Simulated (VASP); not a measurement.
# P (C2/m) in VASP: notebook

The runs below take P through single point, with PBEsol.

Everything below comes from runs of VASP 6.6.1. Logs are shortened: lines on timing, memory, paths and dates and some standing lists are left out, and cuts for length are marked.

## 1. The cell of the first run

The structure is monoclinic, space group C2/m (No. 12). Conventional cell: a = 5.978 Å, b = 3.451 Å, c = 3.710 Å, α = 90.00°, β = 122.49°, γ = 90.00°. Within 2.5 Å of P (site symmetry m) lie 3 P at 1.88 to 2.38 Å.

## 2. Single point, PBEsol (shortest bond scaled by 0.82)

INCAR reads:

```
SYSTEM = P
ALGO = Normal
EDIFF = 1E-6
ENCUT = 520
GGA = PS
ISIF = 2
ISMEAR = -1
LASPH = .TRUE.
LCHARG = .FALSE.
LREAL = .FALSE.
LWAVE = .FALSE.
NBANDS = 12
NELM = 100
PREC = Accurate
SIGMA = 0.05
```

KPOINTS reads:

```
k-points
0
G
  11 11 11
  0 0 0
```

POSCAR reads:

```
P
1.0
    1.7257251780      0.9963478961      3.1296800121
   -1.7257251780      0.9963478961      3.1296800121
    0.0000000000     -1.9926957921      3.1296800121
P
2
Direct
    0.1862058050      0.1862058050      0.2762058050
    0.8137941950      0.8137941950      0.7237941950
```

Potentials or basis: VASP PAW PBE potentials, release 64 (P).

The run is started by

```console
$ cat potpaw_PBE.64/P/POTCAR > POTCAR
$ mpirun -np 1 vasp_std > vasp.out
```

OUTCAR:

```text
SYSTEM = P
   EDIFF = 1E-6
   ENCUT = 520
   GGA = PS
   ISIF = 2
   ISMEAR = -1
   LASPH = .TRUE.
   LREAL = .FALSE.
   NELM = 100
   PREC = Accurate

 ion  position               nearest neighbor table
   1  0.186  0.186  0.276-   2 1.88   2 2.38   2 2.38   2 2.87   2 2.87
   2  0.814  0.814  0.724-   1 1.88   1 2.38   1 2.38   1 2.87   1 2.87

  LATTYP: Found a trigonal (rhomboedric) cell.
 ALAT       =     3.7102201415
 COS(alpha) =     0.5673129383

  Lattice vectors:

 A1 = (   1.7257251780,   0.9963478961,   3.1296800121)
 A2 = (  -1.7257251780,   0.9963478961,   3.1296800121)
 A3 = (   0.0000000000,  -1.9926957921,   3.1296800121)

Analysis of symmetry for initial positions (statically):
=====================================================================
 Subroutine PRICEL returns:
 Original cell was already a primitive cell.

 Routine SETGRP: Setting up the symmetry group for a
 trigonal (rhombohedral) supercell.

 Subroutine GETGRP returns: Found  4 space group operations
 (whereof  4 operations were pure point group operations)
 out of a pool of 12 trial point group operations.

The static configuration has the point symmetry C_2h.

Analysis of symmetry for dynamics (positions and initial velocities):
=====================================================================
 Subroutine PRICEL returns:
 Original cell was already a primitive cell.

 Routine SETGRP: Setting up the symmetry group for a
 trigonal (rhombohedral) supercell.

 Subroutine GETGRP returns: Found  4 space group operations
 (whereof  4 operations were pure point group operations)
 out of a pool of 12 trial point group operations.

The dynamic configuration has the point symmetry C_2h.

 Subroutine INISYM returns: Found  4 space group operations
 (whereof  4 operations are pure point group operations),
 and found     1 'primitive' translations

----------------------------------------------------------------------------------------

                                     Primitive cell

  volume of cell :      32.2875

  direct lattice vectors                    reciprocal lattice vectors
     1.725725178  0.996347896  3.129680012     0.289733271  0.167277582  0.106507161
    -1.725725178  0.996347896  3.129680012    -0.289733271  0.167277582  0.106507161
     0.000000000 -1.992695792  3.129680012     0.000000000 -0.334555164  0.106507161

  length of vectors
     3.710220141  3.710220141  3.710220141     0.351099605  0.351099605  0.351099605

  position of ions in fractional coordinates (direct lattice)
     0.186205805  0.186205805  0.276205805
     0.813794195  0.813794195  0.723794195

  ion indices of the primitive-cell ions
   primitive index   ion index
                 1           1
                 2           2

----------------------------------------------------------------------------------------

 KPOINTS: k-points

Automatic generation of k-mesh.
 Grid dimensions read from file:
 generate k-points for:   11   11   11

 Generating k-lattice:

  Cartesian coordinates                     Fractional coordinates (reciprocal lattice)
     0.026339388  0.015207053  0.009682469     0.090909091  0.000000000  0.000000000
    -0.026339388  0.015207053  0.009682469     0.000000000  0.090909091  0.000000000
     0.000000000 -0.030414106  0.009682469     0.000000000  0.000000000  0.090909091

  Length of vectors
     0.031918146  0.031918146  0.031918146

  Shift w.r.t. Gamma in fractional coordinates (k-lattice)
     0.000000000  0.000000000  0.000000000

 Subroutine IBZKPT returns following result:
 ===========================================

 Found    366 irreducible k-points:

 Following reciprocal coordinates:
            Coordinates               Weight
  0.000000  0.000000  0.000000      1.000000
  0.090909 -0.000000  0.000000      4.000000
  0.000000  0.000000  0.090909      2.000000
  0.181818  0.000000  0.000000      4.000000
  0.000000  0.000000  0.181818      2.000000
  0.272727  0.000000 -0.000000      4.000000
[... 16 lines left out ...]
  0.454545  0.090909 -0.000000      4.000000
 -0.454545  0.000000 -0.090909      4.000000
 [... further k-points ...]
   k-points           NKPTS =    366   k-points in BZ     NKDIM =    366   number of bands    NBANDS=     12
   number of dos      NEDOS =    301   number of ions     NIONS =      2
   total plane-waves  NPLWV =  21952
   dimension x,y,z NGX =    28 NGY =   28 NGZ =   28
   dimension x,y,z NGXF=    56 NGYF=   56 NGZF=   56
   ions per type =               2
   NGX,Y,Z   is equivalent  to a cutoff of  12.55, 12.55, 12.55 a.u.
   NGXF,Y,Z  is equivalent  to a cutoff of  25.09, 25.09, 25.09 a.u.
 SYSTEM =  P
   PREC   = accura    normal or accurate (medium, high low for compatibility)
   ISTART =      0    job   : 0-new  1-cont  2-samecut
   ICHARG =      2    charge: 1-file 2-atom 10-const
   ISPIN  =      1    spin polarized calculation?
   LNONCOLLINEAR =      F non collinear calculations
   LSORBIT =      F    spin-orbit coupling
   LASPH  =      T    aspherical Exc in radial PAW
   ENCUT  =  520.0 eV  38.22 Ry    6.18 a.u.   6.90  6.90  6.90*2*pi/ulx,y,z
   NELM   =    100;   NELMIN=  2; NELMDL= -5     # of ELM steps
   EDIFF  = 0.1E-05   stopping-criterion for ELM
   LREAL  =      F    real-space projection
   EDIFFG = 0.1E-04   stopping-criterion for IOM
   NSW    =      0    number of steps for IOM
   IBRION =     -1    ionic relax: 0-MD 1-quasi-New 2-CG
   NFREE  =      0    steps in history (QN), initial steepest desc. (CG)
   ISIF   =      2    stress and relaxation
   ISYM   =      2    0-nonsym 1-usesym 2-fastsym
   POTIM  = 0.5000    time-step for ionic-motion
   TEBEG  =    0.0;   TEEND  =   0.0 temperature during run
   PSTRESS=    0.0 pullay stress
   NELECT =      10.0000    total number of electrons
   NUPDOWN=      -1.0000    fix difference up-down
   EMIN   =  10.00;   EMAX   =-10.00  energy-range for DOS
   EFERMI =   0.00;   METHOD = LEGACY
   ISMEAR =    -1;   SIGMA  =   0.05  broadening in eV -4-tet -1-fermi 0-gaus
   EFERMI_NEDOS =   21; number of points for ismear=-14 and -15
   IALGO  =     38    algorithm
   IMIX   =      4    mixing-type and parameters
     AMIX     =   0.40;   BMIX     =  1.00
     AMIX_MAG =   1.60;   BMIX_MAG =  1.00
  volume/ion in A,a.u.               =      16.14       108.94
  Fermi-wavevector in a.u.,A,eV,Ry     =   1.107636  2.093128 16.692396  1.226857
  Thomas-Fermi vector in A             =   2.244152
   LORBIT       =      0    0 simple, 1 ext, 2 COOP (PROOUT), +10 PAW based schemes
   GGA     = PS    functional components
   LHFCALC =     F    Hartree Fock is set to
   AEXX    =    0.0000 exact exchange contribution
   IVDW    =     0    specifies the selected vdW correction
   LEPSILON=     F    determine dielectric tensor
   LRPA    =     F    only Hartree local field effects (RPA)
 non-spin polarized calculation
  energy-cutoff  :      520.00
  volume of cell :       32.29
 maximum number of plane-waves:       882
   NGX = 13   NGY = 13   NGZ = 13

 number of electron      10.0000000 magnetization

 number of electron       9.9999999 magnetization

 Free energy of the ion-electron system (eV)
  ---------------------------------------------------
  ext. energy  EPLUGINS =         0.00000000
  ---------------------------------------------------
  free energy    TOTEN  =       -10.51679830 eV

  energy without entropy =      -10.51034206  energy(sigma->0) =      -10.51357018

 E-fermi :   8.1303     XC(G=0): -10.7903

 val. band max:        8.1253743788   @ k =   0.2727  -0.1818   0.2727
 cond. band min:       8.1405409691   @ k =   0.0909   0.0909   0.4545
 fundamental gap:      0.0151665904
 Fermi energy:         8.1302958875

 k-point     1 :       0.0000    0.0000    0.0000
  band No.  band energies     occupation
      1      -8.2116      2.00000
      2       3.8704      2.00000
      3       5.2979      2.00000
      4       6.5938      2.00000
      5       6.8440      2.00000
      6       8.5320      0.00065
      7       8.7979      0.00000
      8      13.0381      0.00000
      9      14.6077      0.00000
     10      16.0183      0.00000
     11      16.6734      0.00000
     12      17.2199      0.00000

 k-point     2 :       0.0909   -0.0000    0.0000
  band No.  band energies     occupation
      1      -8.0889      2.00000
      2       3.3511      2.00000
      3       5.0534      2.00000
      4       6.2007      2.00000
      5       6.9231      2.00000
      6       8.6847      0.00003
      7       9.4981      0.00000
      8      13.1104      0.00000
      9      14.1217      0.00000
     10      15.1798      0.00000
     11      15.8102      0.00000
     12      17.9621      0.00000

 k-point     3 :       0.0000    0.0000    0.0909
  band No.  band energies     occupation
      1      -8.0820      2.00000
      2       3.1466      2.00000
      3       5.0974      2.00000
      4       6.4535      2.00000
      5       6.7980      2.00000
      6       9.1411      0.00000
      7       9.2960      0.00000
      8      12.8781      0.00000
      9      14.0538      0.00000
     10      14.9681      0.00000
     11      16.0453      0.00000
     12      18.1253      0.00000
[... 286 lines left out ...]
 k-point    23 :       0.4545    0.0909   -0.0000
  band No.  band energies     occupation
      1      -5.8565      2.00000
      2      -1.8944      2.00000
      3       3.4109      2.00000
      4       4.7836      2.00000
      5       7.5891      1.99996
      6       8.9001      0.00000
      7       9.9172      0.00000
      8      12.0564      0.00000
      9      16.3350      0.00000
     10      17.2447      0.00000
     11      18.3630      0.00000
     12      20.3943      0.00000

 k-point    24 :      -0.4545    0.0000   -0.0909
  band No.  band energies     occupation
      1      -5.9254      2.00000
      2      -1.6894      2.00000
      3       3.2533      2.00000
      4       4.9150      2.00000
      5       7.1365      2.00000
      6       9.0087      0.00000
      7      10.2518      0.00000
      8      11.9643      0.00000
      9      15.3149      0.00000
     10      17.2434      0.00000
     11      19.4539      0.00000
     12      20.7878      0.00000

 [... further k-points ...]

------------------------ aborting loop because EDIFF is reached ----------------------------------------

  FORCE on cell =-STRESS in cart. coord.  units (eV):
  Direction    XX          YY          ZZ          XY          YZ          ZX
  --------------------------------------------------------------------------------------
  -------------------------------------------------------------------------------------
  Total       -0.1019919      7.6729804      2.5971946      0.0000000      4.4890020      0.0000000
  in kB       -5.0610724    380.7508141    128.8787297      0.0000000    222.7545346      0.0000000
  external PRESSURE =     168.1894905 kB  Pullay stress =       0.0000000 kB

 VOLUME and BASIS-vectors are now :
 -----------------------------------------------------------------------------
  energy-cutoff  :      520.00
  volume of cell :       32.29
      direct lattice vectors                 reciprocal lattice vectors
     1.725725178  0.996347896  3.129680012     0.289733271  0.167277582  0.106507161
    -1.725725178  0.996347896  3.129680012    -0.289733271  0.167277582  0.106507161
     0.000000000 -1.992695792  3.129680012     0.000000000 -0.334555164  0.106507161

 POSITION                                       TOTAL-FORCE (eV/Angst)
 -----------------------------------------------------------------------------------
      0.00000     -0.17934      2.02996         0.000000      5.314375      3.701764
      0.00000      0.17934      7.35908         0.000000     -5.314375     -3.701764
 -----------------------------------------------------------------------------------
    total drift:                               -0.000000      0.000000     -0.000000

  FREE ENERGIE OF THE ION-ELECTRON SYSTEM (eV)
  ---------------------------------------------------
  free  energy   TOTEN  =       -10.5167983013 eV

  energy  without entropy=      -10.5103420631  energy(sigma->0) =      -10.51357018
```

Run time: 84 s. Hardware: 1 thread of AMD EPYC 7R43 (Zen 3), shared host; peak memory 0.19 GiB.

What came out:

```yaml
Free_energy: -10.5168 eV
Pressure: 16.8 GPa
Largest_force: 6.477 eV/Å
Band_gap_on_the_k_mesh: zero (bands 5 and 6 overlap by 2.06 eV)
```

Forces on the atoms (eV/Å):
```
P    0.000  5.314  3.702
P    0.000 -5.314 -3.702
```

Stress tensor (GPa, compression positive):
```
-0.51  0.00  0.00
 0.00 38.08 22.28
 0.00 22.28 12.89
```

Caveat: the cell differs from its parent crystal (shortest bond scaled by 0.82); the stress differs along the axes, from -1 to 38 GPa; the PAW data sets were made with another functional, which shifts forces and pressure a little.

(Continued in part 2 of 3.)
